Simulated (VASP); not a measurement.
# Ta2GaN3 (P6/mmm) in VASP: single point with PBE

Aim: the single point of Ta2GaN3 with PBE.

All numbers are computed with VASP 6.6.1; they aren't measurements. Logs are shortened: lines on timing, memory, paths and dates and some standing lists are left out, and cuts for length are marked.

## Step 1: The cell of the first run

It takes space group P6/mmm (No. 191, hexagonal). Conventional cell: a = 5.542 Å, b = 5.542 Å, c = 3.052 Å, α = 90.00°, β = 90.00°, γ = 120.00°. Ta (site symmetry -6m2) has 6 N at 2.21 Å within 2.9 Å. Within 4.0 Å of Ga (site symmetry 6/mmm) lie 2 Ga at 3.05 Å and 12 N at 3.16 Å and 6 Ta at 3.20 Å. N (site symmetry mmm) has 4 Ta at 2.21 Å and 4 N at 2.77 Å within 2.9 Å.

## Step 2: Single point, PBE, collinear spin, ferromagnetic start

File INCAR:

```
  PREC = Accurate
  ENCUT = 520
  EDIFF = 1E-6
  ISMEAR = 0
  SIGMA = 0.1
  LREAL = False
  LASPH = True
  NELM = 150
  ALGO = Normal
  ISIF = 2
  LWAVE = False
  LCHARG = False
  ISPIN = 2
  MAGMOM = 1 1 0 0 0 0
  LORBIT = 11
  LMAXMIX = 4
  GGA = PE
  NBANDS = 38
```

File KPOINTS:

```
Automatic mesh
0
Gamma
  6 6 6
```

File POSCAR:

```
Ta2GaN3
1.0
    5.5421539800      0.0000000000      0.0000000000
   -2.7710769900      4.7996461400      0.0000000000
    0.0000000000      0.0000000000      3.0515386600
Ta Ga N
2 1 3
Direct
    0.3333333300      0.6666666700      0.0000000000
    0.6666666700      0.3333333300      0.0000000000
    0.0000000000      0.0000000000      0.0000000000
    0.5000000000      0.0000000000      0.5000000000
    0.5000000000      0.5000000000      0.5000000000
    0.0000000000      0.5000000000      0.5000000000
```

Potentials or basis: VASP PAW PBE potentials, release 64 (Ta_pv, Ga_d, N).

Started as:

```
$ cat potpaw_PBE.64/Ta_pv/POTCAR potpaw_PBE.64/Ga_d/POTCAR potpaw_PBE.64/N/POTCAR > POTCAR
$ mpirun -np 1 vasp_std > vasp.out
```

OUTCAR:

```text
PREC = Accurate
   ENCUT = 520
   EDIFF = 1E-6
   ISMEAR = 0
   LREAL = False
   LASPH = True
   NELM = 150
   ISIF = 2
   ISPIN = 2
   LORBIT = 11
   GGA = PE

 ion  position               nearest neighbor table
   1  0.333  0.667  0.000-   6 2.21   6 2.21   4 2.21   4 2.21   5 2.21   5 2.21   3 3.20   2 3.20
                             2 3.20   3 3.20   3 3.20   2 3.20
   2  0.667  0.333  0.000-   6 2.21   6 2.21   4 2.21   4 2.21   5 2.21   5 2.21   3 3.20   1 3.20
                             1 3.20   3 3.20   3 3.20   1 3.20
   3  0.000  0.000  0.000-   1 3.20   2 3.20   2 3.20   1 3.20   2 3.20   1 3.20
   4  0.500  0.000  0.500-   1 2.21   2 2.21   1 2.21   2 2.21
   5  0.500  0.500  0.500-   1 2.21   2 2.21   1 2.21   2 2.21
   6  0.000  0.500  0.500-   1 2.21   2 2.21   1 2.21   2 2.21

  LATTYP: Found a hexagonal cell.
 ALAT       =     5.5421539800
 C/A-ratio  =     0.5506051746

  Lattice vectors:

 A1 = (   5.5421539800,   0.0000000000,   0.0000000000)
 A2 = (  -2.7710769900,   4.7996461400,   0.0000000000)
 A3 = (   0.0000000000,   0.0000000000,   3.0515386600)

Analysis of symmetry for initial positions (statically):
=====================================================================
 Subroutine PRICEL returns:
 Original cell was already a primitive cell.

 Routine SETGRP: Setting up the symmetry group for a
 hexagonal supercell.

 Subroutine GETGRP returns: Found 24 space group operations
 (whereof 24 operations were pure point group operations)
 out of a pool of 24 trial point group operations.

The static configuration has the point symmetry D_6h.

Analysis of symmetry for dynamics (positions and initial velocities):
=====================================================================
 Subroutine PRICEL returns:
 Original cell was already a primitive cell.

 Routine SETGRP: Setting up the symmetry group for a
 hexagonal supercell.

 Subroutine GETGRP returns: Found 24 space group operations
 (whereof 24 operations were pure point group operations)
 out of a pool of 24 trial point group operations.

The dynamic configuration has the point symmetry D_6h.

Analysis of structural, dynamic, and magnetic symmetry:
=====================================================================
 Subroutine PRICEL returns:
 Original cell was already a primitive cell.

 Routine SETGRP: Setting up the symmetry group for a
 hexagonal supercell.

 Subroutine GETGRP returns: Found 24 space group operations
 (whereof 24 operations were pure point group operations)
 out of a pool of 24 trial point group operations.

The overall configuration has the point symmetry D_6h.

 Subroutine INISYM returns: Found 24 space group operations
 (whereof 24 operations are pure point group operations),
 and found     1 'primitive' translations

----------------------------------------------------------------------------------------

                                     Primitive cell

  volume of cell :      81.1721

  direct lattice vectors                    reciprocal lattice vectors
     5.542153980  0.000000000  0.000000000     0.180435261  0.104174346  0.000000000
    -2.771076990  4.799646140  0.000000000     0.000000000  0.208348693  0.000000000
     0.000000000  0.000000000  3.051538660     0.000000000  0.000000000  0.327703533

  length of vectors
     5.542153980  5.542153981  3.051538660     0.208348693  0.208348693  0.327703533

  position of ions in fractional coordinates (direct lattice)
     0.333333330  0.666666670  0.000000000
     0.666666670  0.333333330  0.000000000
     0.000000000  0.000000000  0.000000000
     0.500000000  0.000000000  0.500000000
     0.500000000  0.500000000  0.500000000
     0.000000000  0.500000000  0.500000000

  ion indices of the primitive-cell ions
   primitive index   ion index
                 1           1
                 2           2
                 3           3
                 4           4
                 5           5
                 6           6

----------------------------------------------------------------------------------------
[... 50 lines left out ...]
  0.333333  0.000000  0.500000      6.000000
 [... further k-points ...]
   k-points           NKPTS =     28   k-points in BZ     NKDIM =     28   number of bands    NBANDS=     38
   number of dos      NEDOS =    301   number of ions     NIONS =      6
   total plane-waves  NPLWV =  42336
   dimension x,y,z NGX =    42 NGY =   42 NGZ =   24
   dimension x,y,z NGXF=    84 NGYF=   84 NGZF=   48
   ions per type =               2   1   3
   NGX,Y,Z   is equivalent  to a cutoff of  12.60, 12.60, 13.08 a.u.
   NGXF,Y,Z  is equivalent  to a cutoff of  25.20, 25.20, 26.15 a.u.
 SYSTEM =  unknown system
   PREC   = accura    normal or accurate (medium, high low for compatibility)
   ISTART =      0    job   : 0-new  1-cont  2-samecut
   ICHARG =      2    charge: 1-file 2-atom 10-const
   ISPIN  =      2    spin polarized calculation?
   LNONCOLLINEAR =      F non collinear calculations
   LSORBIT =      F    spin-orbit coupling
   LASPH  =      T    aspherical Exc in radial PAW
   ENCUT  =  520.0 eV  38.22 Ry    6.18 a.u.  10.30 10.30  5.67*2*pi/ulx,y,z
   NELM   =    150;   NELMIN=  2; NELMDL= -5     # of ELM steps
   EDIFF  = 0.1E-05   stopping-criterion for ELM
   LREAL  =      F    real-space projection
   EDIFFG = 0.1E-04   stopping-criterion for IOM
   NSW    =      0    number of steps for IOM
   IBRION =     -1    ionic relax: 0-MD 1-quasi-New 2-CG
   NFREE  =      0    steps in history (QN), initial steepest desc. (CG)
   ISIF   =      2    stress and relaxation
   ISYM   =      2    0-nonsym 1-usesym 2-fastsym
   POTIM  = 0.5000    time-step for ionic-motion
   TEBEG  =    0.0;   TEEND  =   0.0 temperature during run
   PSTRESS=    0.0 pullay stress
   NELECT =      50.0000    total number of electrons
   NUPDOWN=      -1.0000    fix difference up-down
   EMIN   =  10.00;   EMAX   =-10.00  energy-range for DOS
   EFERMI =   0.00;   METHOD = LEGACY
   ISMEAR =     0;   SIGMA  =   0.10  broadening in eV -4-tet -1-fermi 0-gaus
   EFERMI_NEDOS =   21; number of points for ismear=-14 and -15
   IALGO  =     38    algorithm
   IMIX   =      4    mixing-type and parameters
     AMIX     =   0.40;   BMIX     =  1.00
     AMIX_MAG =   1.60;   BMIX_MAG =  1.00
  volume/ion in A,a.u.               =      13.53        91.30
  Fermi-wavevector in a.u.,A,eV,Ry     =   1.392930  2.632256 26.398756  1.940254
  Thomas-Fermi vector in A             =   2.516625
   LORBIT       =     11    0 simple, 1 ext, 2 COOP (PROOUT), +10 PAW based schemes
   GGA     = PE    functional components
   LHFCALC =     F    Hartree Fock is set to
   AEXX    =    0.0000 exact exchange contribution
   IVDW    =     0    specifies the selected vdW correction
   LEPSILON=     F    determine dielectric tensor
   LRPA    =     F    only Hartree local field effects (RPA)
 spin polarized calculation
 Gauss-broadening in eV      SIGMA  =   0.10
  energy-cutoff  :      520.00
  volume of cell :       81.17
 maximum number of plane-waves:      2232
 NGX is ok and might be reduce to    42
   NGX = 21   NGY = 21   NGZ = 11

 number of electron      50.0000016 magnetization       0.0000682

 number of electron      50.0000016 magnetization      -0.0000359

 Free energy of the ion-electron system (eV)
  ---------------------------------------------------
  ext. energy  EPLUGINS =         0.00000000
  ---------------------------------------------------
  free energy    TOTEN  =       -54.52379373 eV

  energy without entropy =      -54.51070033  energy(sigma->0) =      -54.51724703

 E-fermi :   5.9200     XC(G=0): -11.7024

 val. band max:        5.9135133687   @ k =   0.5000  -0.0000   0.3333
 cond. band min:       5.9700148047   @ k =   0.3333   0.0000   0.3333
 fundamental gap:      0.0565014360
 Fermi energy:         5.9200000795

 spin component 1

 k-point     1 :       0.0000    0.0000    0.0000
  band No.  band energies     occupation
      1     -30.4040      1.00000
      2     -30.4040      1.00000
      3     -30.1842      1.00000
      4     -30.1842      1.00000
      5     -29.9331      1.00000
      6     -29.8760      1.00000
[... 949 lines left out ...]
     36      12.0893      0.00000
     37      13.0805      0.00000

 [... further k-points ...]

 spin component 2

 k-point     1 :       0.0000    0.0000    0.0000
  band No.  band energies     occupation
      1     -30.4041      1.00000
      2     -30.4041      1.00000
      3     -30.1843      1.00000
      4     -30.1843      1.00000
      5     -29.9332      1.00000
      6     -29.8761      1.00000
[... 949 lines left out ...]
     36      12.0892      0.00000
     37      13.0804      0.00000

 [... further k-points ...]

 [bands above 37 left out]

------------------------ aborting loop because EDIFF is reached ----------------------------------------

  FORCE on cell =-STRESS in cart. coord.  units (eV):
  Direction    XX          YY          ZZ          XY          YZ          ZX
  --------------------------------------------------------------------------------------
  -------------------------------------------------------------------------------------
  Total       -4.7665143     -4.7665143    -20.5840885      0.0000000     -0.0000000     -0.0000000
  in kB      -94.0816229    -94.0816229   -406.2894442      0.0000000     -0.0000000     -0.0000000
  external PRESSURE =    -198.1508966 kB  Pullay stress =       0.0000000 kB

 VOLUME and BASIS-vectors are now :
 -----------------------------------------------------------------------------
  energy-cutoff  :      520.00
  volume of cell :       81.17
      direct lattice vectors                 reciprocal lattice vectors
     5.542153980  0.000000000  0.000000000     0.180435261  0.104174346  0.000000000
    -2.771076990  4.799646140  0.000000000     0.000000000  0.208348693  0.000000000
     0.000000000  0.000000000  3.051538660     0.000000000  0.000000000  0.327703533

 POSITION                                       TOTAL-FORCE (eV/Angst)
 -----------------------------------------------------------------------------------
     -0.00000      3.19976      0.00000         0.000000     -0.000000     -0.000000
      2.77108      1.59988      0.00000        -0.000000      0.000000      0.000000
      0.00000      0.00000      0.00000        -0.000000      0.000000     -0.000000
      2.77108      0.00000      1.52577        -0.000000      0.000000     -0.000000
      1.38554      2.39982      1.52577        -0.000000      0.000000     -0.000000
     -1.38554      2.39982      1.52577        -0.000000      0.000000     -0.000000
 -----------------------------------------------------------------------------------
    total drift:                                0.000000     -0.000000      0.000000

  FREE ENERGIE OF THE ION-ELECTRON SYSTEM (eV)
  ---------------------------------------------------
  free  energy   TOTEN  =       -54.5237937339 eV

  energy  without entropy=      -54.5107003278  energy(sigma->0) =      -54.51724703

 total charge

# of ion       s       p       d       tot
------------------------------------------
    1        0.286   6.208   2.138   8.632
    2        0.286   6.208   2.138   8.632
    3        1.119   0.405   9.941  11.465
    4        1.249   2.417   0.000   3.666
    5        1.249   2.417   0.000   3.666
    6        1.249   2.417   0.000   3.666
--------------------------------------------------
tot          5.438  20.072  14.216  39.726

 magnetization (x)

# of ion       s       p       d       tot
------------------------------------------
    1       -0.000  -0.000  -0.000  -0.000
    2       -0.000  -0.000  -0.000  -0.000
    3       -0.000  -0.000  -0.000  -0.000
    4       -0.000  -0.000   0.000  -0.000
    5       -0.000  -0.000   0.000  -0.000
    6       -0.000  -0.000   0.000  -0.000
--------------------------------------------------
tot         -0.000  -0.000  -0.000  -0.000
```

Run time: 3.1 min. Hardware: 1 thread of Intel Xeon Platinum 8259CL at 2.50GHz (Skylake/Cascade Lake), shared host; peak memory 0.31 GiB.

What came out:

```
Free energy                                           : -54.5238 eV
Pressure                                              : -19.8 GPa
Band gap on the k mesh                                : zero (filled and empty bands overlap)
Net moment                                            : 0.00 μB per cell
Valence electrons inside the program's atomic spheres : Ta 8.63; Ga 11.46; N 3.67
```

Stress tensor (GPa, compression positive):
```
 -9.41   0.00   0.00
  0.00  -9.41   0.00
  0.00   0.00 -40.63
```

Caveat: spin-orbit coupling is left out, which moves the levels of the heavy elements.
